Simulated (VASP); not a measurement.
Co:

```
Co
1.0
     0.00000    1.80115    1.80115
     1.80115    0.00000    1.80115
     1.80115    1.80115    0.00000
Co
1
Direct
  0.00000 0.00000 0.00000
```

Base run:

```yaml
Program: VASP 6.6.1
Functional: PBE
Potentials_or_basis: VASP PAW PBE potentials, release 64 (Co)
Cutoff: 520 eV
k_mesh: 11 × 11 × 11
Occupations: gaussian, width 0.1 eV
Spin: collinear spin, ferromagnetic start
Starting_moments: "[1.25] μB"
Fixed_moment: 1.25 μB
```

Its results: pressure -17.5 GPa; site moments Co +1.28 μB.

Q: After a change of settings the same cell gave: pressure -6.0 GPa; site moments Co +2.07 μB. Which change was it?
A. fixed moment from 1.25 μB to 2.08 μB; moments at the start from [1.25] to [2.08]
B. fixed moment from 1.25 μB to 1.66 μB; moments at the start from [1.25] to [1.66]
C. fixed moment from 1.25 μB to 0.42 μB; moments at the start from [1.25] to [0.42]
D. fixed moment from 1.25 μB to 3.32 μB; moments at the start from [1.25] to [3.32]

A: A.

Caveats: the total moment is fixed, so each spin has its own Fermi level.
